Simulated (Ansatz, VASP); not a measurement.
## Al3BP4 in VASP and in Ansatz

The input INCAR:

```
ALGO = Normal
EDIFF = 1E-7
EDIFFG = -0.08
ENCUT = 600
GGA = PE
IBRION = 2
ISIF = 3
ISMEAR = 0
LASPH = True
LCHARG = False
LREAL = False
LWAVE = False
NELM = 80
NSW = 36
PREC = Accurate
SIGMA = 0.2
```

The input KPOINTS:

```
k-points
0
Gamma
  5 5 5
```

POSCAR

```
Al3BP4
1.0
   -2.5500000000      2.5500000000      5.1000000000
    2.5500000000     -2.5500000000      5.1000000000
    2.5500000000      2.5500000000     -5.1000000000
Al B P
3 1 4
Direct
    0.2500000000      0.7500000000      0.5000000000
    0.7500000000      0.2500000000      0.5000000000
    0.5000000000      0.5000000000      0.0000000000
    0.0000000000      0.0000000000      0.0000000000
    0.1150000000      0.1150000000      0.4600000000
    0.6550000000      0.6550000000      0.5400000000
    0.3450000000      0.8850000000      0.0000000000
    0.8850000000      0.3450000000      0.0000000000
```

Input for Ansatz:

```yaml
crystal:
  lattice:
    - [-2.55, 2.55, 5.1]
    - [2.55, -2.55, 5.1]
    - [2.55, 2.55, -5.1]
  atoms:
    - { symbol: Al, position: [0.25, 0.75, 0.5] }
    - { symbol: Al, position: [0.75, 0.25, 0.5] }
    - { symbol: Al, position: [0.5, 0.5, 0.0] }
    - { symbol: B, position: [0.0, 0.0, 0.0] }
    - { symbol: P, position: [0.115, 0.115, 0.46] }
    - { symbol: P, position: [0.655, 0.655, 0.54] }
    - { symbol: P, position: [0.345, 0.885, 0.0] }
    - { symbol: P, position: [0.885, 0.345, 0.0] }
basis:
  ecutwfc: 420
kpoints:
  mp_grid: { grid: [5, 5, 5] }
hamiltonian:
  xc: pbe
scf:
  occupations: { method: gaussian, width: 0.2 }
  lower_state_search: "off"
output:
  forces: true
  stress: true
  eigenvalues: true
relax:
  adjacent_minimum: "off"
  f_tol: 0.08
  max_steps: 16
  cell: { stress_tol: 0.8 }
```

Alike in both runs: task relaxation of cell and atoms; functional PBE; k mesh 5 × 5 × 5; occupations gaussian, width 0.2 eV; no spin polarisation.

|  | VASP | Ansatz |
| --- | --- | --- |
| version | VASP 6.6.1 | Ansatz 0.2.0 |
| potentials or method | VASP PAW PBE potentials, release 64 (Al, B, P), cutoff 600 eV | scalar-relativistic, plane waves, PAW |
| valence electrons in the cell | 32 | 32 |

|  | VASP | Ansatz | Ansatz less VASP |
| --- | --- | --- | --- |
| gap on the k mesh at the Fermi level, each at its own relaxed structure (eV) | 1.12 | 1.14 | +0.020 |
| relaxed volume (Å³/atom) | 18.19 | 18.27 | +0.078 |
| relaxed cell length with the largest relative difference (Å) | 6.432 | 6.439 | +0.0064 |
